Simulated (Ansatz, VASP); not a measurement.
# CuH3 in VASP and in Ansatz

INCAR

```
SYSTEM = CuH3
PREC     = Accurate       ! precision mode
ENCUT    = 600            ! plane-wave cutoff, eV
EDIFF    = 1E-6           ! SCF threshold, eV
ISMEAR   = 0              ! smearing method
SIGMA    = 0.1            ! smearing width, eV
LREAL    = .FALSE.        ! projectors in reciprocal space
LASPH    = .TRUE.         ! aspherical terms in the spheres
NELM     = 80             ! most SCF steps
ALGO     = Normal         ! electronic algorithm
ISIF     = 3              ! what is computed and relaxed
LWAVE    = .FALSE.        ! write WAVECAR
LCHARG   = .FALSE.        ! write CHGCAR
GGA      = PE             ! functional
IBRION   = 2              ! ionic algorithm
NSW      = 90             ! ionic steps
EDIFFG   = -0.04          ! ionic threshold
```

Contents of KPOINTS:

```
Automatic mesh
0
G
  6 6 6
  0 0 0
```

File POSCAR:

```
CuH3
1.0
   -2.2298915700      2.2298915700      2.2298915700
    2.2298915700     -2.2298915700      2.2298915700
    2.2298915700      2.2298915700     -2.2298915700
Cu H
1 3
Direct
    0.0000000000      0.0000000000      0.0000000000
    0.0000000000      0.5000000000      0.5000000000
    0.5000000000      0.0000000000      0.5000000000
    0.5000000000      0.5000000000      0.0000000000
```

Input for Ansatz:

```yaml
crystal:
  lattice:
    - [-2.22989157, 2.22989157, 2.22989157]
    - [2.22989157, -2.22989157, 2.22989157]
    - [2.22989157, 2.22989157, -2.22989157]
  atoms:
    - { symbol: Cu, position: [0.0, 0.0, 0.0] }
    - { symbol: H, position: [0.0, 0.5, 0.5] }
    - { symbol: H, position: [0.5, 0.0, 0.5] }
    - { symbol: H, position: [0.5, 0.5, 0.0] }
basis:
  ecutwfc: 420
kpoints:
  mp_grid: { grid: [6, 6, 6] }
hamiltonian:
  xc: pbe
scf:
  occupations: { method: gaussian, width: 0.1 }
  lower_state_search: "off"
output:
  forces: true
  stress: true
  eigenvalues: true
relax:
  adjacent_minimum: "off"
  f_tol: 0.04
  max_steps: 70
  cell: { stress_tol: 0.4 }
```

Alike in both runs: task relaxation of cell and atoms; functional PBE; k mesh 6 × 6 × 6; occupations gaussian, width 0.1 eV; no spin polarisation.

|  | VASP | Ansatz |
| --- | --- | --- |
| version | VASP 6.6.1 | Ansatz 0.2.0 |
| potentials or method | VASP PAW PBE potentials, release 64 (Cu, H), cutoff 600 eV | scalar-relativistic, plane waves, PAW |
| valence electrons in the cell | 14 | 22 |

|  | VASP | Ansatz | Ansatz less VASP |
| --- | --- | --- | --- |
| gap on the k mesh at the Fermi level, each at its own relaxed structure (eV) | none | none | - |
| relaxed volume (Å³/atom) | 6.01 | 5.98 | -0.029 |
| relaxed cell length with the largest relative difference (Å) | 3.149 | 3.143 | -0.0051 |

A gap of «none» marks a metal or a gap that the smearing closes. VASP's potentials hold 14 valence electrons a cell and Ansatz's 22, so a difference there can come from the potentials and not from the codes.

Noted on VASP's run: the volume moved by over 15 % at a fixed basis, so the end points are rough.
